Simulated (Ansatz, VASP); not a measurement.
Two plane-wave programs on Zr2BiN2

```
Zr Bi N
1.0
     5.15048    0.00000    0.00000
     0.00000    5.15048    0.00000
     0.00000    0.00000    6.80677
Zr Bi N
4 2 4
Direct
  0.25650 0.50000 0.00000
  0.74350 0.50000 0.00000
  0.50000 0.25650 0.50000
  0.50000 0.74350 0.50000
  0.00000 0.00000 0.75000
  0.00000 0.00000 0.25000
  0.50000 0.12110 0.00000
  0.50000 0.87890 0.00000
  0.87890 0.50000 0.50000
  0.12110 0.50000 0.50000
```

Change from the starting cell: species swapped into the YbB2C2 type (P4_2/mmc, No. 131).

Alike in both runs: functional PBE; k mesh 4 × 4 × 2; occupations gaussian, width 0.1 eV; no spin polarisation.

Ansatz relaxed the structure, and its values are those at the end. VASP's run is a single point on that final structure, the one shown.

|  | VASP | Ansatz |
| --- | --- | --- |
| version | VASP 6.6.1 | Ansatz 0.2.0 |
| potentials or method | VASP PAW PBE potentials, release 64 (Zr_sv, Bi_d, N_h), cutoff 910 eV | scalar-relativistic, plane waves, PAW |
| valence electrons in the cell | 98 | 98 |

|  | VASP | Ansatz | Ansatz less VASP |
| --- | --- | --- | --- |
| gap on the k mesh at the Fermi level (eV) | none | none | - |
| rms of the force components (eV/Å) | 0.009 | 0.001 | -0.0076 |

A gap of «none» marks a metal or a gap that the smearing closes. The functional is the same, so the differences come from potentials, cutoffs and numerics.

The k mesh is coarse, so the values compare programs but aren't converged. Spin-orbit coupling is off throughout. Noted on VASP's run: the cutoff is under 1.25 times that of the potentials, so the pressure is a little rough.
